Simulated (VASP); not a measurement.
A run of VASP 6.6.1:

The input INCAR:

```
ALGO = Normal
EDIFF = 1E-6
ENCUT = 520
GGA = PE
ISIF = 2
ISMEAR = 0
LASPH = T
LCHARG = F
LREAL = F
LWAVE = F
NBANDS = 16
NELM = 100
PREC = Accurate
SIGMA = 0.01
```

Contents of KPOINTS:

```
k-points
0
Gamma
  6 6 6
```

POSCAR

```
CuI
1.0
    0.0000000000      3.0394494631      3.0394494631
    3.0394494631      0.0000000000      3.0394494631
    3.0394494631      3.0394494631      0.0000000000
Cu I
1 1
Direct
    0.2500000000      0.2500000000      0.2500000000
    0.0000000000      0.0000000000      0.0000000000
```

Potentials or basis: VASP PAW PBE potentials, release 64 (Cu, I).

The run is started by

```console
$ cat potpaw_PBE.64/Cu/POTCAR potpaw_PBE.64/I/POTCAR > POTCAR
$ mpirun -np 1 vasp_std > vasp.out
```

Hardware: 1 thread of AMD EPYC 7R13, with other jobs on the host.

Problem. How long does it take, and how much memory?

Solution. Wall time 28 s on 1 thread of AMD EPYC 7R13, on a shared host, peak memory 0.15 GiB. Counts: scf iterations 14, k points 16.
